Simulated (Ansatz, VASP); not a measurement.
One calculation of Sb2As2C, two programs

```xyz
5
Lattice="-3.0456 3.3038 3.5443 3.0456 -3.3038 3.5443 3.0456 3.3038 -3.5443" Properties=species:S:1:pos:R:3 pbc="T T T"
Sb    0.0000    2.0961    3.5443
Sb    3.0456    1.2077    0.0000
As    0.0000    0.0000    6.1936
As    0.0000    0.0000    0.8949
C     0.0000    0.0000    3.5443
```

Alike in both runs: task single point; functional PBE; k mesh 4 × 4 × 4; occupations gaussian, width 0.1 eV; no spin polarisation.

|  | VASP | Ansatz |
| --- | --- | --- |
| version | VASP 6.6.1 | Ansatz 0.2.0 |
| potentials or method | VASP PAW PBE potentials, release 64 (Sb, As, C), cutoff 520 eV | scalar-relativistic, plane waves, PAW |
| valence electrons in the cell | 24 | 64 |

|  | VASP | Ansatz | Ansatz less VASP |
| --- | --- | --- | --- |
| gap on the k mesh at the Fermi level (eV) | none | none | - |
| pressure (GPa) | 20.0 | 19.2 | -0.77 |
| traceless stress, the component that is largest in VASP (GPa) | 17.75 | 17.09 | -0.657 |
| rms of the force components (eV/Å) | 7.655 | 7.386 | -0.2694 |

Atom by atom the forces differ by 0.280 eV/Å (rms over components). A gap of «none» marks a metal or a gap that the smearing closes. The functional is the same, so the differences come from potentials, cutoffs and numerics. VASP's potentials hold 24 valence electrons a cell and Ansatz's 64, so a difference there can come from the potentials and not from the codes.

Neither program's run includes spin-orbit coupling.
